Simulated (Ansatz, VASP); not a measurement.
## In: VASP beside Ansatz

```
In
1.0
     3.36384    0.00000    0.00000
    -1.68192    2.91317    0.00000
     0.00000    0.00000   31.19956
In
7
Direct
  0.33333 0.66667 0.24039
  0.00000 0.00000 0.32693
  0.66667 0.33333 0.41346
  0.00000 0.00000 0.50000
  0.33333 0.66667 0.58654
  0.00000 0.00000 0.67307
  0.66667 0.33333 0.75961
```

Alike in both runs: functional r2SCAN; k mesh 9 × 9 × 1; occupations fermi-dirac, width 0.05 eV; no spin polarisation.

|  | VASP | Ansatz |
| --- | --- | --- |
| version | VASP 6.6.1 | Ansatz 0.2.0 |
| potentials or method | VASP PAW PBE potentials, release 64 (In_d) | Ansatz PAW |
| plane-wave cutoff (eV) | 520 | 500 |
| valence electrons in the cell | 91 | 91 |
| task | single point | band structure |

|  | VASP | Ansatz | Ansatz less VASP |
| --- | --- | --- | --- |
| gap on the k mesh at the Fermi level (eV) | none | none | - |
| rms of the force components (eV/Å) | 0.057 | 0.057 | -0.0004 |
| work function, face that differs most (eV) | 3.81 | 3.81 | 0.000 |

VASP's potentials were made for PBE, not for r2SCAN. Atom by atom the forces differ by 0.003 eV/Å (rms over components). A gap of «none» marks a metal or a gap that the smearing closes. The functional is the same, so the differences come from potentials, cutoffs and numerics.
